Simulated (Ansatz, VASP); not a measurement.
## One calculation of GaSb, two programs

Contents of INCAR:

```
  PREC = Accurate
  ENCUT = 520
  EDIFF = 1E-7
  ISMEAR = -1
  SIGMA = 0.03
  LREAL = F
  LASPH = T
  NELM = 60
  ALGO = Normal
  ISIF = 2
  LWAVE = F
  LCHARG = F
  GGA = PE
  NBANDS = 16
```

Contents of KPOINTS:

```
regular mesh
0
Gamma
  4 4 4
```

File POSCAR:

```
GaSb
1.0
    0.0000000000      3.0590000000      3.0590000000
    3.0590000000      0.0000000000      3.0590000000
    3.0590000000      3.0590000000      0.0000000000
Sb Ga
1 1
Direct
    0.7500000000      0.7500000000      0.7500000000
    0.0000000000      0.0000000000      0.0000000000
```

Contents of input.yaml:

```yaml
crystal:
  lattice:
    - [0.0, 3.059, 3.059]
    - [3.059, 0.0, 3.059]
    - [3.059, 3.059, 0.0]
  atoms:
    - { symbol: Sb, position: [0.75, 0.75, 0.75] }
    - { symbol: Ga, position: [0.0, 0.0, 0.0] }
kpoints:
  mp_grid: { grid: [4, 4, 4] }
scf:
  occupations: { method: fermi_dirac, width: 0.03 }
hamiltonian:
  xc: pbe
  pseudopotentials: { kind: all_electron, lapw: { basis_error: 0.002 } }
output:
  forces: true
  stress: true
  eigenvalues: true
```

Alike in both runs: task single point; functional PBE; k mesh 4 × 4 × 4; occupations fermi-dirac, width 0.03 eV; no spin polarisation.

```csv
,VASP,Ansatz
version,VASP 6.6.1,Ansatz 0.2.0
potentials or method,"VASP PAW PBE potentials, release 64 (Sb, Ga_d), cutoff 520 eV","all-electron LAPW, scalar-relativistic"
```

```tsv
	VASP	Ansatz	Ansatz less VASP
gap on the k mesh at the Fermi level (eV)	none	none	-
pressure (GPa)	2.9	2.9	-0.09
```

A gap of «none» marks a metal or a gap that the smearing closes. Ansatz ran all-electron here, and VASP with PAW potentials.

The k mesh is coarse, so the values compare programs but aren't converged. Spin-orbit coupling is off throughout. Noted on Ansatz's run: the k mesh is thin for a metal, which can move the energy by tens of meV per atom.
